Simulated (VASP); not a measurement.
# Te (P3_121) in VASP: further runs

The runs below take Te through single point, with PBE.

Everything below comes from runs of VASP 6.6.1. Logs are shortened: lines on timing, memory, paths and dates and some standing lists are left out, and cuts for length are marked.

### 1 The cell of the first run

It takes space group P3_121 (No. 152, trigonal). Conventional cell: a = 4.523 Å, b = 4.523 Å, c = 5.955 Å, α = 90.00°, β = 90.00°, γ = 120.00°. Within 3.8 Å of Te (site symmetry 2) lie 6 Te at 2.89 to 3.52 Å.

### 2 Single point, PBE

INCAR reads:

```
SYSTEM = Te
PREC = Accurate
ENCUT = 520
EDIFF = 1E-6
ISMEAR = 0
SIGMA = 0.01
LREAL = .FALSE.
LASPH = .TRUE.
NELM = 80
ALGO = Normal
ISIF = 2
LWAVE = .FALSE.
LCHARG = .FALSE.
GGA = PE
NBANDS = 16
```

KPOINTS reads:

```
regular mesh
0
G
  12 12 6
  0 0 0
```

POSCAR reads:

```
Te
1.0
    4.5226078920      0.0000000000      0.0000000000
   -2.2613039460      3.9166933258      0.0000000000
    0.0000000000      0.0000000000      5.9554693894
Te
3
Direct
    0.7321941315      0.0000000000      0.3333333333
    0.0000000000      0.7321941315      0.6666666667
    0.2678058685      0.2678058685      0.0000000000
```

Potentials or basis: VASP PAW PBE potentials, release 64 (Te).

Launch:

```console
> cat potpaw_PBE.64/Te/POTCAR > POTCAR
> mpirun -np 1 vasp_std > vasp.out
```

OUTCAR:

```text
SYSTEM = Te
   PREC = Accurate
   ENCUT = 520
   EDIFF = 1E-6
   ISMEAR = 0
   LREAL = .FALSE.
   LASPH = .TRUE.
   NELM = 80
   ISIF = 2
   GGA = PE

 ion  position               nearest neighbor table
   1  0.732  0.000  0.333-   3 2.89   2 2.89   3 3.52   3 3.52   2 3.52   2 3.52
   2  0.000  0.732  0.667-   3 2.89   1 2.89   3 3.52   3 3.52   1 3.52   1 3.52
   3  0.268  0.268  0.000-   2 2.89   1 2.89   1 3.52   2 3.52   2 3.52   1 3.52

  LATTYP: Found a hexagonal cell.
 ALAT       =     4.5226078920
 C/A-ratio  =     1.3168219602

  Lattice vectors:

 A1 = (   4.5226078920,   0.0000000000,   0.0000000000)
 A2 = (  -2.2613039460,   3.9166933258,   0.0000000000)
 A3 = (   0.0000000000,   0.0000000000,   5.9554693894)

Analysis of symmetry for initial positions (statically):
=====================================================================
 Subroutine PRICEL returns:
 Original cell was already a primitive cell.

 Routine SETGRP: Setting up the symmetry group for a
 hexagonal supercell.

 Subroutine GETGRP returns: Found  6 space group operations
 (whereof  2 operations were pure point group operations)
 out of a pool of 24 trial point group operations.

The static configuration has the point symmetry C_2 .
 The point group associated with its full space group is D_3 .

Analysis of symmetry for dynamics (positions and initial velocities):
=====================================================================
 Subroutine PRICEL returns:
 Original cell was already a primitive cell.

 Routine SETGRP: Setting up the symmetry group for a
 hexagonal supercell.

 Subroutine GETGRP returns: Found  6 space group operations
 (whereof  2 operations were pure point group operations)
 out of a pool of 24 trial point group operations.

The dynamic configuration has the point symmetry C_2 .
 The point group associated with its full space group is D_3 .

 Subroutine INISYM returns: Found  6 space group operations
 (whereof  2 operations are pure point group operations),
 and found     1 'primitive' translations

----------------------------------------------------------------------------------------

                                     Primitive cell

  volume of cell :     105.4932

  direct lattice vectors                    reciprocal lattice vectors
     4.522607892  0.000000000  0.000000000     0.221111364  0.127658706  0.000000000
    -2.261303946  3.916693326  0.000000000     0.000000000  0.255317411  0.000000000
     0.000000000  0.000000000  5.955469389     0.000000000  0.000000000  0.167912877

  length of vectors
     4.522607892  4.522607892  5.955469389     0.255317411  0.255317411  0.167912877

  position of ions in fractional coordinates (direct lattice)
     0.732194132  0.000000000  0.333333333
     0.000000000  0.732194132  0.666666667
     0.267805868  0.267805868  0.000000000

  ion indices of the primitive-cell ions
   primitive index   ion index
                 1           1
                 2           2
                 3           3

----------------------------------------------------------------------------------------

 KPOINTS: regular mesh

Automatic generation of k-mesh.
 Grid dimensions read from file:
 generate k-points for:   12   12    6

 Generating k-lattice:

  Cartesian coordinates                     Fractional coordinates (reciprocal lattice)
     0.018425947  0.010638225  0.000000000     0.083333333  0.000000000  0.000000000
     0.000000000  0.021276451  0.000000000     0.000000000  0.083333333  0.000000000
     0.000000000  0.000000000  0.027985480     0.000000000  0.000000000  0.166666667

  Length of vectors
     0.021276451  0.021276451  0.027985480

  Shift w.r.t. Gamma in fractional coordinates (k-lattice)
     0.000000000  0.000000000  0.000000000

 Subroutine IBZKPT returns following result:
 ===========================================

 Found    100 irreducible k-points:

 Following reciprocal coordinates:
            Coordinates               Weight
  0.000000  0.000000  0.000000      1.000000
  0.083333 -0.000000  0.000000      6.000000
  0.166667 -0.000000  0.000000      6.000000
  0.250000 -0.000000  0.000000      6.000000
  0.333333  0.000000  0.000000      6.000000
  0.416667  0.000000  0.000000      6.000000
[... 16 lines left out ...]
  0.166667 -0.000000  0.166667      6.000000
  0.000000  0.166667  0.166667      6.000000
 [... further k-points ...]
   k-points           NKPTS =    100   k-points in BZ     NKDIM =    100   number of bands    NBANDS=     16
   number of dos      NEDOS =    301   number of ions     NIONS =      3
   total plane-waves  NPLWV =  62208
   dimension x,y,z NGX =    36 NGY =   36 NGZ =   48
   dimension x,y,z NGXF=    72 NGYF=   72 NGZF=   96
   ions per type =               3
   NGX,Y,Z   is equivalent  to a cutoff of  13.23, 13.23, 13.40 a.u.
   NGXF,Y,Z  is equivalent  to a cutoff of  26.47, 26.47, 26.80 a.u.
 SYSTEM =  Te
   PREC   = accura    normal or accurate (medium, high low for compatibility)
   ISTART =      0    job   : 0-new  1-cont  2-samecut
   ICHARG =      2    charge: 1-file 2-atom 10-const
   ISPIN  =      1    spin polarized calculation?
   LNONCOLLINEAR =      F non collinear calculations
   LSORBIT =      F    spin-orbit coupling
   LASPH  =      T    aspherical Exc in radial PAW
   ENCUT  =  520.0 eV  38.22 Ry    6.18 a.u.   8.41  8.41 11.07*2*pi/ulx,y,z
   NELM   =     80;   NELMIN=  2; NELMDL= -5     # of ELM steps
   EDIFF  = 0.1E-05   stopping-criterion for ELM
   LREAL  =      F    real-space projection
   EDIFFG = 0.1E-04   stopping-criterion for IOM
   NSW    =      0    number of steps for IOM
   IBRION =     -1    ionic relax: 0-MD 1-quasi-New 2-CG
   NFREE  =      0    steps in history (QN), initial steepest desc. (CG)
   ISIF   =      2    stress and relaxation
   ISYM   =      2    0-nonsym 1-usesym 2-fastsym
   POTIM  = 0.5000    time-step for ionic-motion
   TEBEG  =    0.0;   TEEND  =   0.0 temperature during run
   PSTRESS=    0.0 pullay stress
   NELECT =      18.0000    total number of electrons
   NUPDOWN=      -1.0000    fix difference up-down
   EMIN   =  10.00;   EMAX   =-10.00  energy-range for DOS
   EFERMI =   0.00;   METHOD = LEGACY
   ISMEAR =     0;   SIGMA  =   0.01  broadening in eV -4-tet -1-fermi 0-gaus
   EFERMI_NEDOS =   21; number of points for ismear=-14 and -15
   IALGO  =     38    algorithm
   IMIX   =      4    mixing-type and parameters
     AMIX     =   0.40;   BMIX     =  1.00
     AMIX_MAG =   1.60;   BMIX_MAG =  1.00
  volume/ion in A,a.u.               =      35.16       237.30
  Fermi-wavevector in a.u.,A,eV,Ry     =   0.908010  1.715891 11.217771  0.824483
  Thomas-Fermi vector in A             =   2.031886
   LORBIT       =      0    0 simple, 1 ext, 2 COOP (PROOUT), +10 PAW based schemes
   GGA     = PE    functional components
   LHFCALC =     F    Hartree Fock is set to
   AEXX    =    0.0000 exact exchange contribution
   IVDW    =     0    specifies the selected vdW correction
   LEPSILON=     F    determine dielectric tensor
   LRPA    =     F    only Hartree local field effects (RPA)
 non-spin polarized calculation
 Gauss-broadening in eV      SIGMA  =   0.01
  energy-cutoff  :      520.00
  volume of cell :      105.49
 maximum number of plane-waves:      2902
 NGX is ok and might be reduce to    36
   NGX = 17   NGY = 17   NGZ = 23

 number of electron      17.9999999 magnetization

 Free energy of the ion-electron system (eV)
  ---------------------------------------------------
  ext. energy  EPLUGINS =         0.00000000
  ---------------------------------------------------
  free energy    TOTEN  =        -9.43189397 eV

  energy without entropy =       -9.43189397  energy(sigma->0) =       -9.43189397

 E-fermi :   5.5986     XC(G=0):  -8.9122

 val. band max:        5.4952246347   @ k =   0.3333   0.3333   0.5000
 cond. band min:       5.7142837002   @ k =   0.3333   0.3333   0.5000
 fundamental gap:      0.2190590656
 Fermi energy:         5.5986277249

 k-point     1 :       0.0000    0.0000    0.0000
  band No.  band energies     occupation
      1      -7.8640      2.00000
      2      -4.7000      2.00000
      3      -4.7000      2.00000
      4       2.5276      2.00000
      5       2.7854      2.00000
      6       2.7854      2.00000
[... 8 lines left out ...]
     15      11.3859      0.00000
     16      11.8281      0.00000

 k-point     2 :       0.0833   -0.0000    0.0000
  band No.  band energies     occupation
      1      -7.8199      2.00000
      2      -4.7152      2.00000
      3      -4.6900      2.00000
      4       2.1541      2.00000
      5       2.5316      2.00000
      6       2.7090      2.00000
[... 8 lines left out ...]
     15      11.5416      0.00000
     16      11.8288      0.00000

 k-point     3 :       0.1667   -0.0000    0.0000
  band No.  band energies     occupation
      1      -7.6908      2.00000
      2      -4.7725      2.00000
      3      -4.6613      2.00000
      4       1.5543      2.00000
      5       2.1365      2.00000
      6       2.4864      2.00000
[... 8 lines left out ...]
     15      11.6691      0.00000
     16      12.0768      0.00000

 k-point     4 :       0.2500   -0.0000    0.0000
  band No.  band energies     occupation
      1      -7.4885      2.00000
      2      -4.8960      2.00000
      3      -4.6188      2.00000
      4       1.1060      2.00000
      5       1.7636      2.00000
      6       2.2370      2.00000
[... 8 lines left out ...]
     15      11.9614      0.00000
     16      12.6541      0.00000
[... 324 lines left out ...]
 k-point    22 :       0.0000    0.0833    0.1667
  band No.  band energies     occupation
      1      -7.7235      2.00000
      2      -5.5595      2.00000
      3      -3.8488      2.00000
      4       2.0783      2.00000
      5       2.5337      2.00000
      6       2.8819      2.00000
[... 8 lines left out ...]
     15      11.2183      0.00000
     16      11.7179      0.00000

 k-point    23 :       0.1667   -0.0000    0.1667
  band No.  band energies     occupation
      1      -7.5949      2.00000
      2      -5.5313      2.00000
      3      -3.9189      2.00000
      4       1.6332      2.00000
      5       1.8354      2.00000
      6       2.5711      2.00000
[... 8 lines left out ...]
     15      11.6724      0.00000
     16      12.0522      0.00000

 k-point    24 :       0.0000    0.1667    0.1667
  band No.  band energies     occupation
      1      -7.5978      2.00000
      2      -5.5023      2.00000
      3      -3.9742      2.00000
      4       1.6523      2.00000
      5       2.3143      2.00000
      6       2.6259      2.00000
[... 8 lines left out ...]
     15      11.3208      0.00000
     16      11.7880      0.00000

 [... further k-points ...]

------------------------ aborting loop because EDIFF is reached ----------------------------------------

  FORCE on cell =-STRESS in cart. coord.  units (eV):
  Direction    XX          YY          ZZ          XY          YZ          ZX
  --------------------------------------------------------------------------------------
  -------------------------------------------------------------------------------------
  Total       -0.0062236     -0.0062236     -0.0018081     -0.0000000     -0.0000000     -0.0000000
  in kB       -0.0945215     -0.0945215     -0.0274607     -0.0000000     -0.0000000     -0.0000000
  external PRESSURE =      -0.0721679 kB  Pullay stress =       0.0000000 kB

 VOLUME and BASIS-vectors are now :
 -----------------------------------------------------------------------------
  energy-cutoff  :      520.00
  volume of cell :      105.49
      direct lattice vectors                 reciprocal lattice vectors
     4.522607892  0.000000000  0.000000000     0.221111364  0.127658706  0.000000000
    -2.261303946  3.916693326  0.000000000     0.000000000  0.255317411  0.000000000
     0.000000000  0.000000000  5.955469389     0.000000000  0.000000000  0.167912877

 POSITION                                       TOTAL-FORCE (eV/Angst)
 -----------------------------------------------------------------------------------
      3.31143      0.00000      1.98516        -0.012389      0.000000      0.000000
     -1.65571      2.86778      3.97031         0.006194     -0.010729      0.000000
      0.60559      1.04891      0.00000         0.006194      0.010729     -0.000000
 -----------------------------------------------------------------------------------
    total drift:                               -0.000000      0.000000     -0.000000

  FREE ENERGIE OF THE ION-ELECTRON SYSTEM (eV)
  ---------------------------------------------------
  free  energy   TOTEN  =        -9.4318939702 eV

  energy  without entropy=       -9.4318939702  energy(sigma->0) =       -9.43189397
```

It took 66 s on 1 thread of Intel Xeon 6975P-C (Granite Rapids), shared host; peak memory 0.31 GiB.

What came out:

| Property | Result |
| --- | --- |
| Free energy | -9.4319 eV |
| Pressure | 0.0 GPa |
| Largest force | 0.012 eV/Å |
| Band gap on the k mesh | 0.22 eV |

Forces on the atoms (eV/Å):
```
Te  -0.012  0.000  0.000
Te   0.006 -0.011  0.000
Te   0.006  0.011  0.000
```

Caveat: spin-orbit coupling is left out, which moves the levels of the heavy elements.

### 3 Single point, PBE

INCAR reads:

```
ALGO = Normal
EDIFF = 1E-7
ENCUT = 520
GGA = PE
ISIF = 2
ISMEAR = 0
LASPH = True
LCHARG = False
LREAL = False
LWAVE = False
NBANDS = 16
NELM = 80
PREC = Accurate
SIGMA = 0.01
```

KPOINTS reads:

```
k-points
0
Gamma
  12 12 6
```

POSCAR is that of step 2.

Potentials or basis: VASP PAW PBE potentials, release 64 (Te).

Launch:

```console
> cat potpaw_PBE.64/Te/POTCAR > POTCAR
> mpirun -np 1 vasp_std > vasp.out
```

Wall time 77 s (1 thread of Intel Xeon 6975P-C (Granite Rapids), shared host); peak memory 0.31 GiB.

Results (log left out):

```yaml
Free_energy: -9.4319 eV
Pressure: 0.0 GPa
Largest_force: 0.012 eV/Å
Band_gap_on_the_k_mesh: 0.22 eV
```

Forces on the atoms (eV/Å):
```
Te  -0.012  0.000  0.000
Te   0.006 -0.011  0.000
Te   0.006  0.011  0.000
```

Levels at points of the mesh, in eV from the valence-band top:
| k point | band 6 | band 7 | band 8 | band 9 | band 10 | band 11 | band 12 | band 13 |
| --- | --- | --- | --- | --- | --- | --- | --- | --- |
| (0.00, 0.00, 0.00) | -2.71 | -1.60 | -1.60 | -0.78 | 1.00 | 1.00 | 1.56 | 5.06 |
| (0.50, 0.00, 0.00) | -3.43 | -3.31 | -0.98 | -0.78 | 0.88 | 0.94 | 3.11 | 3.59 |
| (0.00, 0.00, 0.50) | -2.58 | -1.25 | -1.00 | -1.00 | 0.49 | 0.49 | 0.52 | 4.18 |
| (0.50, 0.00, 0.50) | -3.51 | -2.32 | -1.98 | -0.15 | 0.81 | 1.93 | 2.49 | 4.65 |

Caveat: spin-orbit coupling is left out, which moves the levels of the heavy elements. A k mesh can miss the band edges.

### 4 Single point, PBE (strain along c alone, the other axes held: +1.5 %, then relaxed in part)

INCAR reads:

```
PREC     = Accurate       # precision mode
ENCUT    = 520            # plane-wave cutoff, eV
EDIFF    = 1E-6           # SCF threshold, eV
ISMEAR   = 0              # smearing method
SIGMA    = 0.01           # smearing width, eV
LREAL    = False          # projectors in reciprocal space
LASPH    = True           # aspherical terms in the spheres
NELM     = 100            # most SCF steps
ALGO     = Normal         # electronic algorithm
ISIF     = 2              # what is computed and relaxed
LWAVE    = False          # write WAVECAR
LCHARG   = False          # write CHGCAR
GGA      = PE             # functional
NBANDS   = 16             # bands
```

KPOINTS reads:

```
Automatic mesh
0
Gamma
  12 12 6
```

POSCAR reads:

```
Te
1.0
    4.5226078920      0.0000000000      0.0000000000
   -2.2613039460      3.9166933258      0.0000000000
    0.0000000000      0.0000000000      6.0448014303
Te
3
Direct
    0.7352421164      0.0000000000      0.3333333333
    0.0000000000      0.7352421164      0.6666666667
    0.2647578836      0.2647578836      0.0000000000
```

Launch:

```console
> cat potpaw_PBE.64/Te/POTCAR > POTCAR
> mpirun -np 1 vasp_std > vasp.out
```

Wall time 61 s (1 thread of Intel Xeon 6975P-C (Granite Rapids), shared host); peak memory 0.31 GiB.

Results (log left out):

| Item | Value |
| --- | --- |
| Free energy | -9.4268 eV |
| Pressure | -0.5 GPa |
| Largest force | 0.003 eV/Å |
| Band gap on the k mesh | 0.15 eV |

Forces on the atoms (eV/Å):
```
Te  -0.003  0.000  0.000
Te   0.002 -0.003  0.000
Te   0.002  0.003  0.000
```

Stress tensor (GPa, compression positive):
```
-0.31  0.00  0.00
 0.00 -0.31  0.00
 0.00  0.00 -0.96
```

Levels at points of the mesh, in eV from the valence-band top:
| k point | band 6 | band 7 | band 8 | band 9 | band 10 | band 11 | band 12 | band 13 |
| --- | --- | --- | --- | --- | --- | --- | --- | --- |
| (0.00, 0.00, 0.00) | -2.65 | -1.49 | -1.49 | -0.65 | 1.01 | 1.01 | 1.66 | 5.08 |
| (0.50, 0.00, 0.00) | -3.28 | -3.23 | -0.97 | -0.75 | 0.92 | 1.02 | 3.24 | 3.51 |
| (0.00, 0.00, 0.50) | -2.46 | -1.18 | -0.92 | -0.92 | 0.59 | 0.62 | 0.62 | 4.21 |
| (0.50, 0.00, 0.50) | -3.42 | -2.20 | -1.87 | -0.19 | 0.77 | 1.88 | 2.50 | 4.66 |

Caveat: the cell differs from its parent crystal (strain along c alone, the other axes held: +1.5 %, then relaxed in part); spin-orbit coupling is left out, which moves the levels of the heavy elements. A k mesh can miss the band edges.
